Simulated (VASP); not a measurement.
Runs of VASP 6.6.1 on NbTe. The structure is that of space group Pm-3m (No. 221), or close to it. The cells are those of the table. 

```tsv
task	spin	cell	k mesh	cutoff (eV)	gap on the mesh (eV)	pressure (GPa)	moment (μB)
relaxation of cell and atoms	off	relaxed from a = 3.701 Å, 2 atoms	6 × 6 × 6	600	none	-0.3	-
single point	off	a = 3.701 Å, 2 atoms	6 × 6 × 6	520	none	(a)	-
single point	collinear, ferromagnetic start	a = 3.426 Å, 2 atoms	16 × 16 × 16	520	none	-0.2	0.00
single point	off	a = 3.431 Å, 2 atoms	6 × 6 × 6	520	none	-0.6	-
single point	collinear, ferromagnetic start	a = 3.431 Å, 2 atoms	6 × 6 × 6	520	none	(b)	0.64
```

Alike in all rows: level PBE; potentials or basis VASP PAW PBE potentials, release 64 (Nb_sv, Te); smearing gaussian 0.1 eV.

Task: Fill in the values left out.

Result: (a) -17.7; (b) -0.1.

Caveats: spin-orbit coupling is left out, which moves the levels of the heavy elements.

A k mesh can miss the band edges, and the runs leave out spin-orbit coupling on Nb, Te.

A gap of «none» marks levels without a gap at the run's occupations.
